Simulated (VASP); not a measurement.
**NaH (lda): single point with LDA**

NaH (lda):

```xyz
2
Lattice="0.0000 2.3448 2.3448 2.3448 0.0000 2.3448 2.3448 2.3448 0.0000" Properties=species:S:1:pos:R:3 pbc="T T T"
Na    0.0000    0.0000    0.0000
H     2.3448    2.3448    2.3448
```

```
Program                : VASP 6.6.1
Task                   : single point
Functional             : LDA
Potentials or basis    : VASP PAW LDA potentials, release 64 (Na_pv, H)
Cutoff                 : 500 eV
k mesh                 : 8 × 8 × 8
Occupations            : gaussian, width 0.02 eV
Spin                   : no spin polarisation
Dipole correction      : no
Further INCAR settings : ALGO = Normal; EDIFF = 1e-06; NBANDS = 11
```

```json
{"Pressure": "-0.1 GPa", "Band gap on the k mesh": "3.55 eV, indirect (least direct gap 4.50 eV)"}
```

Levels at points of the mesh, in eV from the valence-band top:
```csv
k point,band 2,band 3,band 4,band 5,band 6,band 7
"(0.00, 0.00, 0.00)",-22.03,-22.03,-4.05,11.21,15.85,15.85
"(0.50, 0.00, 0.00)",-22.04,-22.04,-0.96,3.55,11.21,13.62
"(0.50, 0.50, 0.00)",-22.07,-22.07,-0.22,4.47,9.99,10.88
```

It took 6.9 s on 1 thread of Intel Xeon 8259CL (shared host), peak memory 0.13 GiB.

A k mesh can miss the band edges.
